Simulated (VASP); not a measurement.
Here is a VASP 6.6.1 calculation.

File INCAR:

```
SYSTEM = Zn4Se3S
ALGO     = Normal         ! electronic algorithm
EDIFF    = 1E-6           ! SCF threshold, eV
ENCUT    = 520            ! plane-wave cutoff, eV
GGA      = PE             ! functional
ISIF     = 2              ! what is computed and relaxed
ISMEAR   = 0              ! smearing method
LASPH    = .True.         ! aspherical terms in the spheres
LCHARG   = .False.        ! write CHGCAR
LREAL    = .False.        ! projectors in reciprocal space
LWAVE    = .False.        ! write WAVECAR
NBANDS   = 46             ! bands
NELM     = 60             ! most SCF steps
PREC     = Accurate       ! precision mode
SIGMA    = 0.02           ! smearing width, eV
```

KPOINTS

```
k-points
0
Gamma
  8 4 6
  0 0 0
```

The input POSCAR:

```
Zn4Se3S
1.0
    4.0015399401      0.0000000000      0.0000000000
    0.0000000000      8.0088896697      0.0000000000
    0.0000000000      0.0000000000      5.6569267423
Zn Se S
4 3 1
Direct
    0.0000000000      0.7407121059      0.9934721515
    0.5000000000      0.5000000000      0.5176930194
    0.0000000000      0.2592878941      0.9934721515
    0.5000000000      0.0000000000      0.4947535128
    0.5000000000      0.7448273870      0.2501231232
    0.5000000000      0.2551726130      0.2501231232
    0.0000000000      0.0000000000      0.7508930150
    0.0000000000      0.5000000000      0.7494699032
```

Potentials or basis: VASP PAW PBE potentials, release 64 (Zn, Se, S).

Run with:

```console
$ cat potpaw_PBE.64/Zn/POTCAR potpaw_PBE.64/Se/POTCAR potpaw_PBE.64/S/POTCAR > POTCAR
$ mpirun -np 1 vasp_std > vasp.out
```

Task: Predict the pressure.

Result: 0.2 GPa.

Task: Estimate the largest force.

Result: 0.005 eV/Å.

Forces on the atoms (eV/Å):
```
Zn   0.000 -0.003 -0.004
Zn   0.000  0.000  0.004
Zn   0.000  0.003 -0.004
Zn   0.000  0.000  0.000
Se   0.000 -0.001  0.001
Se   0.000  0.001  0.001
Se   0.000  0.000  0.002
S    0.000  0.000  0.001
```
